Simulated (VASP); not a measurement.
Runs of VASP 6.6.1 on KTe4. The structure is that of space group R-3m (No. 166), or close to it. The cells are those of the table. 

```tsv
task	cell	k mesh	cutoff (eV)	gap on the mesh (eV)	pressure (GPa)	relaxed volume (Å³/atom)	largest force (eV/Å)
single point	a = 6.539 Å, angles 51.9°, 5 atoms	3 × 3 × 3	500	none	-0.1	-	0.04
single point	a = 7.122 Å, angles 50.5°, 5 atoms	3 × 3 × 3	500	none	(a)	-	0.70
single point	a = 6.725 Å, angles 50.0°, 5 atoms	12 × 12 × 12	520	none	0.0	-	-
relaxation of cell and atoms	relaxed from a = 7.122 Å, angles 50.5°, 5 atoms	3 × 3 × 3	500	none	0.1	31.80	0.03
relaxation of cell and atoms	relaxed from a = 6.539 Å, angles 51.9°, 5 atoms	6 × 6 × 6	600	none	0.0	32.68	0.04
single point	a = 6.737 Å, angles 49.9°, 5 atoms	6 × 6 × 6	520	none	-0.1	-	0.03
```

Alike in all rows: level PBE; potentials or basis VASP PAW PBE potentials, release 64 (K_sv, Te); no spin polarisation; smearing gaussian 0.1 eV.

Task: Fill in the values left out.

Result: (a) -5.0.

Caveats: some runs use coarse meshes; spin-orbit coupling is left out, which moves the levels of the heavy elements; the volume moved by over 15 % at a fixed basis, so the end points are rough (some runs).

A k mesh can miss the band edges, and the runs leave out spin-orbit coupling on Te.

A gap of «none» marks levels without a gap at the run's occupations.
